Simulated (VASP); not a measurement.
Wanted: the native input for a VASP 6.6.1 run.

```yaml
Task: single point
Functional: revPBE
Potentials_or_basis: VASP PAW PBE potentials, release 64 (Ni)
Cutoff: 520 eV
k_mesh: 25 × 25 × 25
Occupations: fermi-dirac, width 0.1 eV
Spin: no spin polarisation
Dipole_correction: no
Further_INCAR_settings: ALGO = Normal; EDIFF = 1e-07; NBANDS = 11
```

The structure of Ni lies in POSCAR:

```
Ni
1.0
    0.0000000000      1.7692174731      1.7692174731
    1.7692174731      0.0000000000      1.7692174731
    1.7692174731      1.7692174731      0.0000000000
Ni
1
Direct
    0.0000000000      0.0000000000      0.0000000000
```

The input as run:

INCAR

```
SYSTEM = Ni
PREC = Accurate
ENCUT = 520
EDIFF = 1E-7
ISMEAR = -1
SIGMA = 0.1
LREAL = .False.
LASPH = .True.
NELM = 60
ALGO = Normal
ISIF = 2
LWAVE = .False.
LCHARG = .False.
GGA = RE
NBANDS = 11
```

KPOINTS

```
regular mesh
0
Gamma
  25 25 25
  0 0 0
```

Potentials or basis: VASP PAW PBE potentials, release 64 (Ni).

Launch:

```sh
$ cat potpaw_PBE.64/Ni/POTCAR > POTCAR
$ mpirun -np 1 vasp_std > vasp.out
```

It gave:

- Pressure: 0.3 GPa
- Band gap on the k mesh: zero (band 5 reaches 9.20 eV, above the bottom of band 6 at 8.27 eV)

Caveat: the PAW data sets were made with another functional, which shifts forces and pressure a little; the run has no spin polarisation, though such a crystal can be magnetic.

Run time: 38 s on 1 thread of Intel(R) Xeon(R) Platinum 8375C CPU @ 2.90GHz (Ice Lake), with other jobs on the host, peak memory 0.17 GiB.
